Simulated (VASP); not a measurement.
Here is a VASP 6.6.1 calculation.

INCAR

```
SYSTEM = F
  PREC = Accurate
  ENCUT = 520
  EDIFF = 1E-6
  ISMEAR = 0
  SIGMA = 0.02
  LREAL = .FALSE.
  LASPH = .TRUE.
  NELM = 80
  ALGO = Normal
  ISIF = 2
  LWAVE = .FALSE.
  LCHARG = .TRUE.
  GGA = PE
  IVDW = 12
  LELF = .TRUE.
  LVHAR = .TRUE.
  NBANDS = 22
```

The input KPOINTS:

```
regular mesh
0
G
  8 8 4
  0 0 0
```

Contents of POSCAR:

```
F
1.0
    2.9538280676     -1.6937345039     -0.1380597718
    2.9538280676      1.6937345039     -0.1380597718
   -2.0092677871      0.0000000000      7.2887393741
F
4
Direct
    0.0741681850      0.0741681850      0.0937246879
    0.9258318150      0.9258318150      0.9062753121
    0.5014193755      0.5014193755      0.5939755769
    0.4985806245      0.4985806245      0.4060244231
```

Potentials or basis: VASP PAW PBE potentials, release 64 (F).

Launch:

```bash
$ cat potpaw_PBE.64/F/POTCAR > POTCAR
$ mpirun -np 1 vasp_std > vasp.out
```

(1) What does it give for the pressure?

(2) What does it give for the band gap on the k mesh?

## Answers

(1) 0.2 GPa.

(2) 2.81 eV, indirect (least direct gap 2.85 eV).
